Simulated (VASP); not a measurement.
# MgS (P1) in VASP: further runs

Runs on MgS. Level: PBE. Tasks: single point.

Everything below comes from runs of VASP 6.6.1. Logs are shortened: lines on timing, memory, paths and dates and some standing lists are left out, and cuts for length are marked.

## 1. The cell of the first run

The typed cell holds 4 atoms: a = 4.035 Å, b = 4.035 Å, c = 6.432 Å, α = 90.00°, β = 90.00°, γ = 120.00°.

## 2. Single point, PBE (atom 3 (S) moved by (-0.450, -0.450) A along x and y)

The input, INCAR:

```
SYSTEM = MgS
PREC = Accurate
ENCUT = 520
EDIFF = 1E-6
ISMEAR = 0
SIGMA = 0.05
LREAL = .False.
LASPH = .True.
NELM = 100
ALGO = Normal
ISIF = 2
LWAVE = .False.
LCHARG = .True.
GGA = PE
LELF = .True.
LVHAR = .True.
NBANDS = 16
```

The input, KPOINTS:

```
regular mesh
0
Gamma
  6 6 4
  0 0 0
```

The input, POSCAR:

```
MgS
1.0
    4.0346224068      0.0000000000      0.0000000000
   -2.0173112034      3.4940854990      0.0000000000
    0.0000000000      0.0000000000      6.4322941800
Mg S
2 2
Direct
    0.6666666667      0.3333333333      0.4957548500
    0.3333333333      0.6666666667      0.9957548500
    0.1574042006      0.5378776029      0.3792441500
    0.6666666667      0.3333333333      0.8792441500
```

Potentials or basis: VASP PAW PBE potentials, release 64 (Mg, S).

Command:

```console
$ cat potpaw_PBE.64/Mg/POTCAR potpaw_PBE.64/S/POTCAR > POTCAR
$ mpirun -np 1 vasp_std > vasp.out
```

OUTCAR:

```text
SYSTEM = MgS
   PREC = Accurate
   ENCUT = 520
   EDIFF = 1E-6
   ISMEAR = 0
   LREAL = .False.
   LASPH = .True.
   NELM = 100
   ISIF = 2
   GGA = PE

 ion  position               nearest neighbor table
   1  0.667  0.333  0.496-   3 1.88   4 2.47   3 2.68   3 2.91
   2  0.333  0.667  0.996-   4 2.45   4 2.45   4 2.45   3 2.55
   3  0.157  0.538  0.379-   1 1.88   2 2.55   1 2.68   1 2.91
   4  0.667  0.333  0.879-   2 2.45   2 2.45   2 2.45   1 2.47

  LATTYP: Found a hexagonal cell.
 ALAT       =     4.0346224068
 C/A-ratio  =     1.5942741430

  Lattice vectors:

 A1 = (   4.0346224068,   0.0000000000,   0.0000000000)
 A2 = (  -2.0173112034,   3.4940854990,   0.0000000000)
 A3 = (   0.0000000000,   0.0000000000,   6.4322941800)

Analysis of symmetry for initial positions (statically):
=====================================================================
 Subroutine PRICEL returns:
 Original cell was already a primitive cell.

 Routine SETGRP: Setting up the symmetry group for a
 hexagonal supercell.

 Subroutine GETGRP returns: Found  1 space group operations
 (whereof  1 operations were pure point group operations)
 out of a pool of 24 trial point group operations.

The static configuration has the point symmetry C_1 .

Analysis of symmetry for dynamics (positions and initial velocities):
=====================================================================
 Subroutine PRICEL returns:
 Original cell was already a primitive cell.

 Routine SETGRP: Setting up the symmetry group for a
 hexagonal supercell.

 Subroutine GETGRP returns: Found  1 space group operations
 (whereof  1 operations were pure point group operations)
 out of a pool of 24 trial point group operations.

The dynamic configuration has the point symmetry C_1 .

 Subroutine INISYM returns: Found  1 space group operations
 (whereof  1 operations are pure point group operations),
 and found     1 'primitive' translations

----------------------------------------------------------------------------------------

                                     Primitive cell

  volume of cell :      90.6781

  direct lattice vectors                    reciprocal lattice vectors
     4.034622407  0.000000000  0.000000000     0.247854669  0.143098960  0.000000000
    -2.017311203  3.494085499  0.000000000     0.000000000  0.286197919  0.000000000
     0.000000000  0.000000000  6.432294180     0.000000000  0.000000000  0.155465526

  length of vectors
     4.034622407  4.034622407  6.432294180     0.286197919  0.286197919  0.155465526

[... 87 lines left out ...]
   NSW    =      0    number of steps for IOM
   IBRION =     -1    ionic relax: 0-MD 1-quasi-New 2-CG
   NFREE  =      0    steps in history (QN), initial steepest desc. (CG)
   ISIF   =      2    stress and relaxation
   ISYM   =      2    0-nonsym 1-usesym 2-fastsym
   POTIM  = 0.5000    time-step for ionic-motion
   TEBEG  =    0.0;   TEEND  =   0.0 temperature during run
   PSTRESS=    0.0 pullay stress
   NELECT =      16.0000    total number of electrons
   NUPDOWN=      -1.0000    fix difference up-down
   EMIN   =  10.00;   EMAX   =-10.00  energy-range for DOS
   EFERMI =   0.00;   METHOD = LEGACY
   ISMEAR =     0;   SIGMA  =   0.05  broadening in eV -4-tet -1-fermi 0-gaus
   EFERMI_NEDOS =   21; number of points for ismear=-14 and -15
   IALGO  =     38    algorithm
   IMIX   =      4    mixing-type and parameters
     AMIX     =   0.40;   BMIX     =  1.00
     AMIX_MAG =   1.60;   BMIX_MAG =  1.00
  volume/ion in A,a.u.               =      22.67       152.98
  Fermi-wavevector in a.u.,A,eV,Ry     =   0.918221  1.735187 11.471486  0.843130
  Thomas-Fermi vector in A             =   2.043279
   LORBIT       =      0    0 simple, 1 ext, 2 COOP (PROOUT), +10 PAW based schemes
   GGA     = PE    functional components
   LHFCALC =     F    Hartree Fock is set to
   AEXX    =    0.0000 exact exchange contribution
   IVDW    =     0    specifies the selected vdW correction
   LEPSILON=     F    determine dielectric tensor
   LRPA    =     F    only Hartree local field effects (RPA)
 non-spin polarized calculation
 Gauss-broadening in eV      SIGMA  =   0.05
  energy-cutoff  :      520.00
  volume of cell :       90.68
 maximum number of plane-waves:      2466
   NGX = 15   NGY = 15   NGZ = 23

 number of electron      16.0000002 magnetization

 Free energy of the ion-electron system (eV)
  ---------------------------------------------------
  ext. energy  EPLUGINS =         0.00000000
  ---------------------------------------------------
  free energy    TOTEN  =       -14.77545694 eV

  energy without entropy =      -14.77545694  energy(sigma->0) =      -14.77545694

 E-fermi :   1.6022     XC(G=0):  -8.3653

 val. band max:        1.3672741552   @ k =   0.0000   0.0000   0.0000
 cond. band min:       4.4560266503   @ k =   0.0000   0.0000   0.0000
 fundamental gap:      3.0887524951
 Fermi energy:         1.6021913185

 k-point     1 :       0.0000    0.0000    0.0000
  band No.  band energies     occupation
      1     -10.2749      2.00000
      2      -9.5223      2.00000
      3      -2.0667      2.00000
      4       0.3360      2.00000
      5       0.7509      2.00000
      6       0.9043      2.00000
[... 433 lines left out ...]
      3      -1.5456      2.00000
      4      -0.2960      2.00000
      5      -0.0114      2.00000
      6       0.5896      2.00000
[... 8 lines left out ...]
     15       9.8567      0.00000
     16      10.6130      0.00000

 [... further k-points ...]

------------------------ aborting loop because EDIFF is reached ----------------------------------------

  FORCE on cell =-STRESS in cart. coord.  units (eV):
  Direction    XX          YY          ZZ          XY          YZ          ZX
  --------------------------------------------------------------------------------------
  -------------------------------------------------------------------------------------
  Total       11.7380138      1.3524355      2.8118978      5.7435137     -2.7175225     -6.0700525
  in kB      207.3971934     23.8959791     49.6829980    101.4812761    -48.0154945   -107.2508410
  external PRESSURE =      93.6587235 kB  Pullay stress =       0.0000000 kB

 VOLUME and BASIS-vectors are now :
 -----------------------------------------------------------------------------
  energy-cutoff  :      520.00
  volume of cell :       90.68
      direct lattice vectors                 reciprocal lattice vectors
     4.034622407  0.000000000  0.000000000     0.247854669  0.143098960  0.000000000
    -2.017311203  3.494085499  0.000000000     0.000000000  0.286197919  0.000000000
     0.000000000  0.000000000  6.432294180     0.000000000  0.000000000  0.155465526

 POSITION                                       TOTAL-FORCE (eV/Angst)
 -----------------------------------------------------------------------------------
      2.01731      1.16470      3.18884        -8.575504     -4.011883      3.666622
     -0.00000      2.32939      6.40499        -0.134602     -0.136108      0.279280
     -0.45000      1.87939      2.43941         8.921568      4.271427     -3.885988
      2.01731      1.16470      5.65556        -0.211462     -0.123436     -0.059914
 -----------------------------------------------------------------------------------
    total drift:                                0.000148      0.000042      0.000055

  FREE ENERGIE OF THE ION-ELECTRON SYSTEM (eV)
  ---------------------------------------------------
  free  energy   TOTEN  =       -14.7754569364 eV

  energy  without entropy=      -14.7754569364  energy(sigma->0) =      -14.77545694
```

Wall time 2.2 min (1 thread of Intel Xeon 8259CL, shared host); peak memory 0.26 GiB.

What came out:

| Property | Result |
| --- | --- |
| Free energy | -14.7755 eV |
| Pressure | 9.4 GPa |
| Largest force | 10.627 eV/Å |
| Band gap on the k mesh | 3.09 eV |

Forces on the atoms (eV/Å):
```
Mg  -8.576 -4.012  3.667
Mg  -0.135 -0.136  0.279
S    8.922  4.271 -3.886
S   -0.211 -0.123 -0.060
```

Caveat: the cell differs from its parent crystal (atom 3 (S) moved by (-0.450, -0.450) A along x and y); the cell stands under pressure; forces of over 1 eV/Å act on the atoms, so gaps and moduli don't describe the material at rest.

## 3. Single point, PBE (atom 3 (S) moved by (-0.450, +0.000) A along x and y)

The input, INCAR:

```
  PREC = Accurate
  ENCUT = 520
  EDIFF = 1E-7
  ISMEAR = 0
  SIGMA = 0.05
  LREAL = False
  LASPH = True
  NELM = 100
  ALGO = Normal
  ISIF = 2
  LWAVE = False
  LCHARG = False
  GGA = PE
  NBANDS = 16
```

The input, KPOINTS:

```
Automatic mesh
0
Gamma
  6 6 4
```

Edit POSCAR of step 2 so:

```diff
@@ -10,3 +10,3 @@
     0.3333333333      0.6666666667      0.9957548500
-    0.1574042006      0.5378776029      0.3792441500
+    0.2217987324      0.6666666667      0.3792441500
     0.6666666667      0.3333333333      0.8792441500
```

Potentials or basis: VASP PAW PBE potentials, release 64 (Mg, S).

Command:

```console
$ cat potpaw_PBE.64/Mg/POTCAR potpaw_PBE.64/S/POTCAR > POTCAR
$ mpirun -np 1 vasp_std > vasp.out
```

It took 2.1 min on 1 thread of Intel Xeon 8259CL, shared host; peak memory 0.26 GiB.

Results (log left out):

* Free energy: -16.2783 eV
* Pressure: 3.8 GPa
* Largest force: 4.123 eV/Å
* Band gap on the k mesh: 3.18 eV

Forces on the atoms (eV/Å):
```
Mg  -3.159 -1.874  1.138
Mg  -0.136 -0.005  0.177
S    3.419  1.924 -1.267
S   -0.125 -0.045 -0.049
```

Stress tensor (GPa, compression positive):
```
 5.72  6.32 -3.63
 6.32  3.82 -2.37
-3.63 -2.37  1.78
```

Levels at points of the mesh, in eV from the valence-band top:
```tsv
k point	band 5	band 6	band 7	band 8	band 9	band 10	band 11	band 12
(0.00, 0.00, 0.00)	-0.59	-0.41	-0.23	0.00	3.18	4.51	7.22	7.55
(0.50, 0.00, 0.00)	-1.69	-1.53	-1.28	-0.50	4.56	5.48	6.27	7.06
(0.00, 0.50, 0.00)	-2.10	-1.30	-1.05	-0.63	4.62	4.93	5.48	7.27
(0.50, 0.50, 0.00)	-2.17	-1.55	-0.80	-0.58	4.38	4.59	5.20	7.28
(0.00, 0.00, 0.50)	-0.89	-0.57	-0.54	-0.14	4.55	4.67	7.10	7.15
(0.50, 0.00, 0.50)	-1.12	-0.93	-0.82	-0.66	4.18	4.32	6.02	6.25
(0.00, 0.50, 0.50)	-1.27	-1.01	-0.97	-0.66	4.31	4.45	5.89	6.02
(0.50, 0.50, 0.50)	-1.39	-1.21	-1.13	-0.95	4.72	4.82	5.78	6.07
```

Caveat: the cell differs from its parent crystal (atom 3 (S) moved by (-0.450, +0.000) A along x and y); the cell stands under pressure; forces of over 1 eV/Å act on the atoms, so gaps and moduli don't describe the material at rest.

## 4. Single point, PBE (atom 3 (S) moved by (-0.450, +0.450) A along x and y)

The input, INCAR:

```
ALGO     = Normal         # electronic algorithm
EDIFF    = 1E-6           # SCF threshold, eV
ENCUT    = 520            # plane-wave cutoff, eV
GGA      = PE             # functional
ISIF     = 2              # what is computed and relaxed
ISMEAR   = 0              # smearing method
LASPH    = T              # aspherical terms in the spheres
LCHARG   = F              # write CHGCAR
LREAL    = F              # projectors in reciprocal space
LWAVE    = F              # write WAVECAR
NBANDS   = 16             # bands
NELM     = 80             # most SCF steps
PREC     = Accurate       # precision mode
SIGMA    = 0.05           # smearing width, eV
```

The input, KPOINTS:

```
k-points
0
Gamma
  6 6 4
```

Edit POSCAR of step 3 so:

```diff
@@ -10,3 +10,3 @@
     0.3333333333      0.6666666667      0.9957548500
-    0.2217987324      0.6666666667      0.3792441500
+    0.2861932643      0.7954557304      0.3792441500
     0.6666666667      0.3333333333      0.8792441500
```

Potentials or basis: VASP PAW PBE potentials, release 64 (Mg, S).

Command:

```console
$ cat potpaw_PBE.64/Mg/POTCAR potpaw_PBE.64/S/POTCAR > POTCAR
$ mpirun -np 1 vasp_std > vasp.out
```

OUTCAR:

```text
EDIFF = 1E-6
   ENCUT = 520
   GGA = PE
   ISIF = 2
   ISMEAR = 0
   LASPH = T
   LREAL = F
   NELM = 80
   PREC = Accurate

 ion  position               nearest neighbor table
   1  0.667  0.333  0.496-   3 2.07   3 2.37   4 2.47   3 3.04
   2  0.333  0.667  0.996-   4 2.45   4 2.45   4 2.45   3 2.55
   3  0.286  0.795  0.379-   1 2.07   1 2.37   2 2.55   1 3.04
   4  0.667  0.333  0.879-   2 2.45   2 2.45   2 2.45   1 2.47

  LATTYP: Found a hexagonal cell.
 ALAT       =     4.0346224068
 C/A-ratio  =     1.5942741430

  Lattice vectors:

 A1 = (   4.0346224068,   0.0000000000,   0.0000000000)
 A2 = (  -2.0173112034,   3.4940854990,   0.0000000000)
 A3 = (   0.0000000000,   0.0000000000,   6.4322941800)

Analysis of symmetry for initial positions (statically):
=====================================================================
 Subroutine PRICEL returns:
 Original cell was already a primitive cell.

 Routine SETGRP: Setting up the symmetry group for a
 hexagonal supercell.

 Subroutine GETGRP returns: Found  1 space group operations
 (whereof  1 operations were pure point group operations)
 out of a pool of 24 trial point group operations.

The static configuration has the point symmetry C_1 .

Analysis of symmetry for dynamics (positions and initial velocities):
=====================================================================
 Subroutine PRICEL returns:
 Original cell was already a primitive cell.

 Routine SETGRP: Setting up the symmetry group for a
 hexagonal supercell.

 Subroutine GETGRP returns: Found  1 space group operations
 (whereof  1 operations were pure point group operations)
 out of a pool of 24 trial point group operations.

The dynamic configuration has the point symmetry C_1 .

 Subroutine INISYM returns: Found  1 space group operations
 (whereof  1 operations are pure point group operations),
 and found     1 'primitive' translations

[... 119 lines left out ...]
  volume/ion in A,a.u.               =      22.67       152.98
  Fermi-wavevector in a.u.,A,eV,Ry     =   0.918221  1.735187 11.471486  0.843130
  Thomas-Fermi vector in A             =   2.043279
   LORBIT       =      0    0 simple, 1 ext, 2 COOP (PROOUT), +10 PAW based schemes
   GGA     = PE    functional components
   LHFCALC =     F    Hartree Fock is set to
   AEXX    =    0.0000 exact exchange contribution
   IVDW    =     0    specifies the selected vdW correction
   LEPSILON=     F    determine dielectric tensor
   LRPA    =     F    only Hartree local field effects (RPA)
 non-spin polarized calculation
 Gauss-broadening in eV      SIGMA  =   0.05
  energy-cutoff  :      520.00
  volume of cell :       90.68
 maximum number of plane-waves:      2466
   NGX = 15   NGY = 15   NGZ = 23

 number of electron      16.0000002 magnetization

 Free energy of the ion-electron system (eV)
  ---------------------------------------------------
  ext. energy  EPLUGINS =         0.00000000
  ---------------------------------------------------
  free energy    TOTEN  =       -16.04477778 eV

  energy without entropy =      -16.04477778  energy(sigma->0) =      -16.04477778

 E-fermi :   1.7558     XC(G=0):  -8.3803

 val. band max:        1.5087486554   @ k =   0.0000   0.0000   0.0000
 cond. band min:       4.4751041633   @ k =   0.0000   0.0000   0.0000
 fundamental gap:      2.9663555079
 Fermi energy:         1.7557667485

 k-point     1 :       0.0000    0.0000    0.0000
  band No.  band energies     occupation
      1     -10.2434      2.00000
      2      -9.5010      2.00000
      3      -2.0294      2.00000
      4       0.1756      2.00000
      5       0.7684      2.00000
      6       0.9662      2.00000
[... 433 lines left out ...]
      3      -1.4944      2.00000
      4      -0.1999      2.00000
      5       0.0845      2.00000
      6       0.3881      2.00000
[... 8 lines left out ...]
     15       9.6214      0.00000
     16      10.0608      0.00000

 [... further k-points ...]

------------------------ aborting loop because EDIFF is reached ----------------------------------------

  FORCE on cell =-STRESS in cart. coord.  units (eV):
  Direction    XX          YY          ZZ          XY          YZ          ZX
  --------------------------------------------------------------------------------------
  -------------------------------------------------------------------------------------
  Total        0.0303695      6.8175925      1.0923507      2.7380774      2.2971164      0.4035267
  in kB        0.5365945    120.4590120     19.3005793     48.3786760     40.5874033      7.1298520
  external PRESSURE =      46.7653953 kB  Pullay stress =       0.0000000 kB

 VOLUME and BASIS-vectors are now :
 -----------------------------------------------------------------------------
  energy-cutoff  :      520.00
  volume of cell :       90.68
      direct lattice vectors                 reciprocal lattice vectors
     4.034622407  0.000000000  0.000000000     0.247854669  0.143098960  0.000000000
    -2.017311203  3.494085499  0.000000000     0.000000000  0.286197919  0.000000000
     0.000000000  0.000000000  6.432294180     0.000000000  0.000000000  0.155465526

 POSITION                                       TOTAL-FORCE (eV/Angst)
 -----------------------------------------------------------------------------------
      2.01731      1.16470      3.18884         0.239346      3.499931      1.474846
     -0.00000      2.32939      6.40499        -0.137569      0.142697      0.276077
     -0.45000      2.77939      2.43941        -0.067747     -3.765947     -1.714076
      2.01731      1.16470      5.65556        -0.034030      0.123318     -0.036847
 -----------------------------------------------------------------------------------
    total drift:                               -0.000013      0.000061      0.000147

  FREE ENERGIE OF THE ION-ELECTRON SYSTEM (eV)
  ---------------------------------------------------
  free  energy   TOTEN  =       -16.0447777811 eV

  energy  without entropy=      -16.0447777811  energy(sigma->0) =      -16.04477778
```

stdout:

```text
POSCAR found type information on POSCAR MgS
 POSCAR found :  2 types and       4 ions
 scaLAPACK will be used
 LDA part: xc-table for (Slater+PW92), standard interpolation
 POSCAR, INCAR and KPOINTS ok, starting setup
 FFT: planning ... GRIDC
 FFT: planning ... GRID_SOFT
 FFT: planning ... GRID
 WAVECAR not read
 entering main loop
```

It took 2.3 min on 1 thread of Intel Xeon 8259CL, shared host; peak memory 0.25 GiB.

What came out:

| Item | Value |
| --- | --- |
| Free energy | -16.0448 eV |
| Pressure | 4.7 GPa |
| Largest force | 4.138 eV/Å |
| Band gap on the k mesh | 2.97 eV |

Forces in eV/Å, atoms in the order of the input:
```
Mg   0.239  3.500  1.475
Mg  -0.138  0.143  0.276
S   -0.068 -3.766 -1.714
S   -0.034  0.123 -0.037
```

Stress tensor (GPa, compression positive):
```
 0.05  4.84  0.71
 4.84 12.05  4.06
 0.71  4.06  1.93
```

Caveat: the cell differs from its parent crystal (atom 3 (S) moved by (-0.450, +0.450) A along x and y); the cell stands under pressure; forces of over 1 eV/Å act on the atoms, so gaps and moduli don't describe the material at rest.

## 5. Overview

```tsv
cell	gap on the mesh (eV)	pressure (GPa)	largest force (eV/Å)
as given, atomic positions A	3.09	9.4	10.63
as given, atomic positions B	3.18	3.8	4.12
as given, atomic positions C	2.97	4.7	4.14
```

Alike in all rows: task single point; level PBE; potentials or basis VASP PAW PBE potentials, release 64 (Mg, S); no spin polarisation; k mesh 6 × 6 × 4; cutoff (eV) 520; smearing gaussian 0.05 eV.

Caveats: the cell stands under pressure; forces of over 1 eV/Å act on the atoms, so gaps and moduli don't describe the material at rest.

Absolute energies hang on the potentials; compare differences alone.
